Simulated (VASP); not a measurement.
A run of VASP 6.6.1 is set up as follows.

File INCAR:

```
PREC = Accurate
ENCUT = 520
EDIFF = 1E-6
ISMEAR = 0
SIGMA = 0.15
LREAL = F
LASPH = T
NELM = 100
ALGO = Normal
ISIF = 2
LWAVE = F
LCHARG = T
GGA = PE
LELF = T
LVHAR = T
NBANDS = 18
```

KPOINTS

```
Automatic mesh
0
Gamma
  12 12 12
```

Contents of POSCAR:

```
BiTe
1.0
    2.5438431614      1.4686885340      3.2343596556
   -2.5438431614      1.4686885340      3.2343596556
    0.0000000000     -2.9373770681      3.2343596556
Bi Te
1 1
Direct
    0.5000000000      0.5000000000      0.5000000000
    0.0000000000      0.0000000000      0.0000000000
```

Potentials or basis: VASP PAW PBE potentials, release 64 (Bi_d, Te).

Run with:

```sh
$ cat potpaw_PBE.64/Bi_d/POTCAR potpaw_PBE.64/Te/POTCAR > POTCAR
$ mpirun -np 1 vasp_std > vasp.out
```

What does it give for the pressure?

-3.6 GPa.

Stress tensor (GPa, compression positive):
```
-4.50  0.00  0.00
 0.00 -4.50  0.00
 0.00  0.00 -1.87
```

Caveat: the cell differs from its parent crystal (strain +0.050 along x and y, -0.025 along z).
